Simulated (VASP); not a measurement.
Crystal: Rb2Ir.

```xyz
3
Lattice="0.0000 3.6022 3.6022 3.6022 0.0000 3.6022 3.6022 3.6022 0.0000" Properties=species:S:1:pos:R:3 pbc="T T T"
Rb    1.8011    1.8011    1.8011
Rb    5.4033    5.4033    5.4033
Ir    0.0000    0.0000    0.0000
```

- Program: VASP 6.6.1
- Task: relaxation of cell and atoms
- Functional: PBE
- Potentials or basis: VASP PAW PBE potentials, release 64 (Rb_sv, Ir)
- Cutoff: 600 eV
- k mesh: 4 × 4 × 4
- Occupations: gaussian, width 0.1 eV
- Spin: no spin polarisation

At the start: pressure 7.7 GPa; volume 31.16 Å³/atom.

Problem. Where does the relaxation end?

Solution. Over 4 steps the energy falls by 230.7 meV/atom and the volume is 43.49 Å³/atom (+39.6 %); space group Fm-3m (No. 225, to 0.05 Å).

Step by step:
| step | energy change (eV) | largest force (eV/Å) | pressure (GPa) | volume (Å³) |
| --- | --- | --- | --- | --- |
| 1 | 0.0000 | 0.0000 | 7.72 | 93.48 |
| 2 | -0.6059 | 0.0000 | 1.94 | 115.30 |
| 3 | -0.6845 | 0.0000 | 0.50 | 126.09 |
| 4 | -0.6920 | 0.0000 | 0.07 | 130.46 |

Final structure:
```yaml
crystal:
  lattice:
    - [0.00000, 4.02545, 4.02545]
    - [4.02545, 0.00000, 4.02545]
    - [4.02545, 4.02545, 0.00000]
  atoms:
    - { symbol: Rb, position: [0.25000, 0.25000, 0.25000] }
    - { symbol: Rb, position: [0.75000, 0.75000, 0.75000] }
    - { symbol: Ir, position: [0.00000, 0.00000, 0.00000] }
```

Caveat: the k points lie up to 0.34 Å⁻¹ apart in the final cell; the volume moved by over 15 % at a fixed basis, so the end points are rough.
